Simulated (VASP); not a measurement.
Runs of VASP 6.6.1 on BaTiO3. Symmetry: Pm-3m, No. 221, cubic system. The conventional cell has a = 4.006 Å, b = 4.006 Å, c = 4.006 Å, α = 90.00°, β = 90.00°, γ = 90.00°. Within 3.7 Å of Ba (site symmetry m-3m) lie 12 O at 2.83 Å and 8 Ti at 3.47 Å. Within 2.7 Å of Ti (site symmetry m-3m) lie 6 O at 2.00 Å. O (site symmetry 4/mmm) has 2 Ti at 2.00 Å within 2.7 Å. 

```csv
U,gap on the mesh (eV),pressure (GPa)
Ti d U = 8.0 eV,2.76,9.8
Ti d U = 4.0 eV,(b),6.6
Ti d U = 2.0 eV,1.96,5.0
Ti d U = 6.0 eV,(a),(c)
```

Alike in all rows: task single point; level PBE+U; potentials or basis VASP PAW PBE potentials, release 64 (Ba_sv, Ti_sv, O); no spin polarisation; cell as given; k mesh 6 × 6 × 6; cutoff (eV) 520; smearing gaussian 0.01 eV.

Question: Fill in the values left out.

Answer: (a) 2.48; (b) 2.21; (c) 8.2.

Caveats: the cell stands under pressure; spin-orbit coupling is left out, which moves the levels of the heavy elements.

A k mesh can miss the band edges, and the runs leave out spin-orbit coupling on Ba.
